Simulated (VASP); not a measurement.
Input of a VASP 6.6.1 run:

INCAR

```
PREC = Accurate
ENCUT = 520
EDIFF = 1E-6
ISMEAR = 1
SIGMA = 0.05
LREAL = False
LASPH = True
NELM = 60
ALGO = Normal
ISIF = 2
LWAVE = False
LCHARG = False
GGA = CA
NBANDS = 29
```

The input KPOINTS:

```
regular mesh
0
Gamma
  12 12 12
```

POSCAR

```
Ir3Rh
1.0
    3.7961082786      0.0000000000      0.0000000000
    0.0000000000      3.7961082786      0.0000000000
    0.0000000000      0.0000000000      3.7961082786
Ir Rh
3 1
Direct
    0.5000000000      0.0000000000      0.5000000000
    0.0000000000      0.5000000000      0.5000000000
    0.5000000000      0.5000000000      0.0000000000
    0.0000000000      0.0000000000      0.0000000000
```

Potentials or basis: VASP PAW LDA potentials, release 64 (Ir, Rh_pv).

The run is started by

```bash
$ cat potpaw_LDA.64/Ir/POTCAR potpaw_LDA.64/Rh_pv/POTCAR > POTCAR
$ mpirun -np 1 vasp_std > vasp.out
```

Q: Estimate the pressure.

A: 2.1 GPa.

Q: Predict the band gap on the k mesh.

A: Zero (bands 21 and 22 overlap by 2.43 eV).

Caveat: spin-orbit coupling is left out, which moves the levels of the heavy elements.
